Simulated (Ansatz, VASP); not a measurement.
## Ni in VASP and in Ansatz

File INCAR:

```
PREC     = Accurate       # precision mode
ENCUT    = 520            # plane-wave cutoff, eV
EDIFF    = 1E-6           # SCF threshold, eV
ISMEAR   = -1             # smearing method
SIGMA    = 0.1            # smearing width, eV
LREAL    = F              # projectors in reciprocal space
LASPH    = T              # aspherical terms in the spheres
NELM     = 80             # most SCF steps
ALGO     = Normal         # electronic algorithm
ISIF     = 2              # what is computed and relaxed
LWAVE    = F              # write WAVECAR
LCHARG   = T              # write CHGCAR
GGA      = RE             # functional
LELF     = T              # ELF
LVHAR    = T            
NBANDS   = 11             # bands
```

Contents of KPOINTS:

```
regular mesh
0
Gamma
  25 25 25
```

POSCAR

```
Ni
1.0
    0.0000000000      1.8373302588      1.8373302588
    1.8373302588      0.0000000000      1.8373302588
    1.8373302588      1.8373302588      0.0000000000
Ni
1
Direct
    0.0000000000      0.0000000000      0.0000000000
```

Input for Ansatz:

```yaml
crystal:
  lattice:
    - [0.0, 1.8373302588, 1.8373302588]
    - [1.8373302588, 0.0, 1.8373302588]
    - [1.8373302588, 1.8373302588, 0.0]
  atoms:
    - { symbol: Ni, position: [0.0, 0.0, 0.0] }
hamiltonian:
  xc: revpbe
  pseudopotentials:
    kind: paw
    azcp:
      Ni: "pseudopotentials/Ni.paw.azcp"
basis:
  ecutwfc: 420
  fft_grid_basis: typed
kpoints:
  mp_grid: { grid: [25, 25, 25], shift: [0, 0, 0] }
magnetization:
  spin_polarized: false
scf:
  occupations: { method: fermi_dirac, width: 0.1 }
output:
  stress: true
```

Alike in both runs: task single point; functional revPBE; k mesh 25 × 25 × 25; occupations fermi-dirac, width 0.1 eV; no spin polarisation.

|  | VASP | Ansatz |
| --- | --- | --- |
| version | VASP 6.6.1 | Ansatz 0.2.0 |
| potentials or method | VASP PAW PBE potentials, release 64 (Ni), cutoff 520 eV | plane waves (420 eV) with PAW, scalar-relativistic |
| valence electrons in the cell | 10 | 18 |

Ansatz gave:

- pressure (GPa): -16.0

Task: What did VASP give for the same quantities?

Result: Pressure (GPa): -15.5.

VASP's potentials were made for PBE, not for revPBE. VASP's potentials hold 10 valence electrons a cell and Ansatz's 18, so a difference there can come from the potentials and not from the codes.
